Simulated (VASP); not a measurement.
Input of a VASP 6.6.1 run:

INCAR

```
PREC     = Accurate       # precision mode
ENCUT    = 520            # plane-wave cutoff, eV
EDIFF    = 1E-7           # SCF threshold, eV
ISMEAR   = -1             # smearing method
SIGMA    = 0.02           # smearing width, eV
LREAL    = F              # projectors in reciprocal space
LASPH    = T              # aspherical terms in the spheres
NELM     = 60             # most SCF steps
ALGO     = Normal         # electronic algorithm
ISIF     = 2              # what is computed and relaxed
LWAVE    = F              # write WAVECAR
LCHARG   = F              # write CHGCAR
NBANDS   = 19             # bands
```

The input KPOINTS:

```
Automatic mesh
0
Gamma
  10 10 10
```

File POSCAR:

```
NaHF2
1.0
    1.7623449062      1.0174903060      4.7298520461
   -1.7623449062      1.0174903060      4.7298520461
    0.0000000000     -2.0349806121      4.7298520461
Na H F
1 1 2
Direct
    0.0000000000      0.0000000000      0.0000000000
    0.5000000000      0.5000000000      0.5000000000
    0.4100000000      0.4100000000      0.4100000000
    0.5900000000      0.5900000000      0.5900000000
```

Potentials or basis: VASP PAW LDA potentials, release 64 (Na_pv, H, F).

Run with:

```sh
$ cat potpaw_LDA.64/Na_pv/POTCAR potpaw_LDA.64/H/POTCAR potpaw_LDA.64/F/POTCAR > POTCAR
$ mpirun -np 1 vasp_std > vasp.out
```

Q: What does it give for the pressure?

A: -8.8 GPa.

Q: Predict the band gap on the k mesh.

A: 6.12 eV (least direct gap 6.40 eV).

Q: Estimate the largest force.

A: 2.259 eV/Å.

Stress tensor (GPa, compression positive):
```
 -3.01   0.00   0.00
  0.00  -3.01   0.00
  0.00   0.00 -20.49
```

Caveat: the stress differs along the axes, from -20 to -3 GPa; forces of over 1 eV/Å act on the atoms, so gaps and moduli don't describe the material at rest. A k mesh can miss the band edges.
